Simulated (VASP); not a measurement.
Write the native input for VASP 6.6.1 that does the following.

* Task: single point
* Functional: LDA
* Potentials or basis: VASP PAW LDA potentials, release 64 (Sn_d, O)
* Cutoff: 520 eV
* k mesh: 6 × 6 × 5
* Occupations: fermi-dirac, width 0.02 eV
* Spin: no spin polarisation
* Dipole correction: no
* Further INCAR settings: ALGO = Normal; EDIFF = 1e-07; NBANDS = 28

The structure of SnO lies in POSCAR:

```
SnO
1.0
    3.8780400000      0.0000000000      0.0000000000
    0.0000000000      3.8780400000      0.0000000000
    0.0000000000      0.0000000000      4.8360000000
Sn O
2 2
Direct
    0.0000000000      0.5000000000      0.2385000000
    0.5000000000      0.0000000000      0.7615000000
    0.0000000000      0.0000000000      0.0000000000
    0.5000000000      0.5000000000      0.0000000000
```

This cell differs from its parent crystal: equal xx and yy strain of +2 %.

One way to write it, as run:

INCAR

```
SYSTEM = SnO
  ALGO = Normal
  EDIFF = 1E-7
  ENCUT = 520
  GGA = CA
  ISIF = 2
  ISMEAR = -1
  LASPH = .TRUE.
  LCHARG = .FALSE.
  LREAL = .FALSE.
  LWAVE = .FALSE.
  NBANDS = 28
  NELM = 80
  PREC = Accurate
  SIGMA = 0.02
```

KPOINTS

```
k-points
0
G
  6 6 5
  0 0 0
```

Potentials or basis: VASP PAW LDA potentials, release 64 (Sn_d, O).

Run with:

```bash
$ cat potpaw_LDA.64/Sn_d/POTCAR potpaw_LDA.64/O/POTCAR > POTCAR
$ mpirun -np 1 vasp_std > vasp.out
```

It gave:

```yaml
Pressure: -6.1 GPa
Largest_force: 0.563 eV/Å
Band_gap_on_the_k_mesh: 0.31 eV, indirect (least direct gap 1.96 eV)
```

Caveat: the cell differs from its parent crystal (equal xx and yy strain of +2 %); spin-orbit coupling is left out, which moves the levels of the heavy elements.

It took 40 s on 1 thread of AMD EPYC 7R13 Processor (Zen 3), with other jobs on the host, peak memory 0.15 GiB.
